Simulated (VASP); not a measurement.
V:

```
CELL_PARAMETERS angstrom
-1.48344 1.48344 1.48344
1.48344 -1.48344 1.48344
1.48344 1.48344 -1.48344
ATOMIC_POSITIONS crystal
V 0.00000 0.00000 0.00000
```

This cell differs from its parent crystal: volume scaled by 0.94.

Base run:

```yaml
Program: VASP 6.6.1
Functional: LDA
Potentials_or_basis: VASP PAW LDA potentials, release 64 (V_sv)
Cutoff: 520 eV
k_mesh: 12 × 12 × 12
Occupations: fermi-dirac, width 0.05 eV
Spin: collinear spin, ferromagnetic start
Starting_moments: "[2.0] μB"
```

Its results: pressure -7.8 GPa; net moment 0.00 μB per cell.

Problem. The run is repeated on the same cell with these changes: functional from LDA to PBE; potentials or basis from VASP PAW LDA potentials, release 64 (V_sv) to VASP PAW PBE potentials, release 64 (V_sv). What comes out?

Solution. Pressure 6.0 GPa; net moment 0.00 μB per cell.
